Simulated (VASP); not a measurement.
# Sn (R-3m) in VASP: a series of runs, part 2 of 2

VASP 6.6.1. The steps go on from the part before.

### Step 4. Single point, LDA (equal xy, yz and zx shear strains of -1 %)

File INCAR:

```
PREC = Accurate ; ENCUT = 520
EDIFF = 1E-6 ; ISMEAR = -1
SIGMA = 0.03 ; LREAL = False
LASPH = True ; NELM = 100
ALGO = Normal ; ISIF = 2
LWAVE = False ; LCHARG = False
GGA = CA ; NBANDS = 21
```

File KPOINTS:

```
regular mesh
0
Gamma
  9 9 9
```

File POSCAR:

```
Sn
1.0
   -0.0324560000      3.2293720000      3.2293720000
    3.2293720000     -0.0324560000      3.2293720000
    3.2293720000      3.2293720000     -0.0324560000
Sn
2
Direct
    0.5000000000      0.5000000000      0.5000000000
    0.7500000000      0.7500000000      0.7500000000
```

Potentials or basis: VASP PAW LDA potentials, release 64 (Sn_d).

Run with:

```console
$ cat potpaw_LDA.64/Sn_d/POTCAR > POTCAR
$ mpirun -np 1 vasp_std > vasp.out
```

OUTCAR:

```text
PREC = Accurate
   ENCUT = 520
   EDIFF = 1E-6
   ISMEAR = -1
   LREAL = False
   LASPH = True
   NELM = 100
   ISIF = 2
   GGA = CA

 ion  position               nearest neighbor table
   1  0.500  0.500  0.500-   2 2.78   2 2.82   2 2.82   2 2.82
   2  0.750  0.750  0.750-   1 2.78   1 2.82   1 2.82   1 2.82

  LATTYP: Found a trigonal (rhomboedric) cell.
 ALAT       =     4.5671370048
 COS(alpha) =     0.4899250057

  Lattice vectors:

 A1 = (  -0.0324560000,   3.2293720000,   3.2293720000)
 A2 = (   3.2293720000,  -0.0324560000,   3.2293720000)
 A3 = (   3.2293720000,   3.2293720000,  -0.0324560000)

Analysis of symmetry for initial positions (statically):
=====================================================================
 Subroutine PRICEL returns:
 Original cell was already a primitive cell.

 Routine SETGRP: Setting up the symmetry group for a
 trigonal (rhombohedral) supercell.

 Subroutine GETGRP returns: Found 12 space group operations
 (whereof  6 operations were pure point group operations)
 out of a pool of 12 trial point group operations.

The static configuration has the point symmetry C_3v.
[... 153 lines left out ...]
 number of electron      28.0000001 magnetization

 Free energy of the ion-electron system (eV)
  ---------------------------------------------------
  ext. energy  EPLUGINS =         0.00000000
  ---------------------------------------------------
  free energy    TOTEN  =        -8.93424109 eV

  energy without entropy =       -8.93328950  energy(sigma->0) =       -8.93376530

 E-fermi :   5.2811     XC(G=0):  -9.1908

 val. band max:        5.2245785335   @ k =   0.1111  -0.0000  -0.0000
 cond. band min:       5.3054633656   @ k =   0.4444  -0.0000  -0.0000
 fundamental gap:      0.0808848321
 Fermi energy:         5.2810621142

 k-point     1 :       0.0000    0.0000    0.0000
  band No.  band energies     occupation
      1     -16.2709      2.00000
      2     -16.2434      2.00000
      3     -16.2434      2.00000
      4     -16.1912      2.00000
      5     -16.1912      2.00000
      6     -15.8868      2.00000
[... 565 lines left out ...]
     20      15.1171      0.00000
     21      15.6021      0.00000

 [... further k-points ...]
[... 5 lines left out ...]
  --------------------------------------------------------------------------------------
  -------------------------------------------------------------------------------------
  Total       -0.1437441     -0.1437441     -0.1437441      0.2136228      0.2136228      0.2136228
  in kB       -3.3683595     -3.3683595     -3.3683595      5.0058271      5.0058271      5.0058271
  external PRESSURE =      -3.3683595 kB  Pullay stress =       0.0000000 kB

 VOLUME and BASIS-vectors are now :
 -----------------------------------------------------------------------------
  energy-cutoff  :      520.00
  volume of cell :       68.37
      direct lattice vectors                 reciprocal lattice vectors
    -0.032456000  3.229372000  3.229372000    -0.152514096  0.154062462  0.154062462
     3.229372000 -0.032456000  3.229372000     0.154062462 -0.152514096  0.154062462
     3.229372000  3.229372000 -0.032456000     0.154062462  0.154062462 -0.152514096

 POSITION                                       TOTAL-FORCE (eV/Angst)
 -----------------------------------------------------------------------------------
      3.21314      3.21314      3.21314        -0.092286     -0.092286     -0.092286
      4.81972      4.81972      4.81972         0.092286      0.092286      0.092286
 -----------------------------------------------------------------------------------
    total drift:                                0.000000      0.000000      0.000000

  FREE ENERGIE OF THE ION-ELECTRON SYSTEM (eV)
  ---------------------------------------------------
  free  energy   TOTEN  =        -8.9342410859 eV

  energy  without entropy=       -8.9332895042  energy(sigma->0) =       -8.93376530
```

OSZICAR:

```text
N       E                     dE             d eps       ncg     rms          rms(c)
DAV:   1     0.232512165466E+03    0.23251E+03   -0.14881E+04  3600   0.196E+03
DAV:   2     0.168142162004E+02   -0.21570E+03   -0.21125E+03  3590   0.450E+02
DAV:   3    -0.820882291182E+01   -0.25023E+02   -0.24877E+02  4178   0.142E+02
DAV:   4    -0.903294606410E+01   -0.82412E+00   -0.82372E+00  4055   0.293E+01
DAV:   5    -0.906129648258E+01   -0.28350E-01   -0.28350E-01  5119   0.531E+00    0.330E+00
DAV:   6    -0.897580400250E+01    0.85492E-01   -0.39151E-02  4651   0.216E+00    0.186E+00
DAV:   7    -0.893357524128E+01    0.42229E-01   -0.60448E-02  3810   0.215E+00    0.146E-01
DAV:   8    -0.893415201621E+01   -0.57677E-03   -0.55777E-03  4135   0.815E-01    0.535E-02
DAV:   9    -0.893424042521E+01   -0.88409E-04   -0.18294E-04  4601   0.995E-02    0.158E-02
DAV:  10    -0.893424069756E+01   -0.27235E-06   -0.13452E-05  4534   0.363E-02    0.368E-03
DAV:  11    -0.893424108592E+01   -0.38836E-06   -0.13075E-06  3252   0.762E-03
   1 F= -.89342411E+01 E0= -.89337653E+01  d E =-.951582E-03
```

stdout:

```text
POSCAR found type information on POSCAR Sn
 POSCAR found :  1 types and       2 ions
 scaLAPACK will be used
 LDA part: xc-table for (Slater(with rela. corr.)+CA(PZ))
 , standard interpolation
 POSCAR, INCAR and KPOINTS ok, starting setup
 FFT: planning ... GRIDC
 FFT: planning ... GRID_SOFT
 FFT: planning ... GRID
 WAVECAR not read
 entering main loop
```

Run time: 62 s. Hardware: 1 thread of Intel Xeon Platinum 8488C (Sapphire Rapids), shared host; peak memory 0.23 GiB.

What came out:

* Free energy: -8.9342 eV
* Pressure: -0.3 GPa
* Largest force: 0.160 eV/Å
* Band gap on the k mesh: zero (band 14 reaches 5.44 eV, above the bottom of band 15 at 5.19 eV)

Forces on the atoms (eV/Å):
```
Sn  -0.092 -0.092 -0.092
Sn   0.092  0.092  0.092
```

Levels at points of the mesh, in eV from the Fermi level:
```tsv
k point	band 11	band 12	band 13	band 14	band 15	band 16	band 17	band 18
(0.00, 0.00, 0.00)	-10.56	-0.73	0.16	0.16	0.17	2.16	2.16	2.36
```

Caveat: the cell differs from its parent crystal (equal xy, yz and zx shear strains of -1 %); spin-orbit coupling is left out, which moves the levels of the heavy elements.

### Step 5. The runs side by side

| cell | gap on the mesh (eV) | pressure (GPa) | largest force (eV/Å) |
| --- | --- | --- | --- |
| a = 4.522 Å, angles 62.0°, 2 atoms | none | -0.2 | 0.52 |
| a = 4.660 Å, angles 58.0°, 2 atoms | none | -0.2 | 0.39 |
| a = 4.567 Å, angles 60.7°, 2 atoms | none | -0.3 | 0.16 |

Alike in all rows: task single point; level LDA; potentials or basis VASP PAW LDA potentials, release 64 (Sn_d); no spin polarisation; k mesh 9 × 9 × 9; cutoff (eV) 520; smearing fermi-dirac 0.03 eV.

Caveats: spin-orbit coupling is left out, which moves the levels of the heavy elements.

Absolute energies hang on the potentials; compare differences alone.
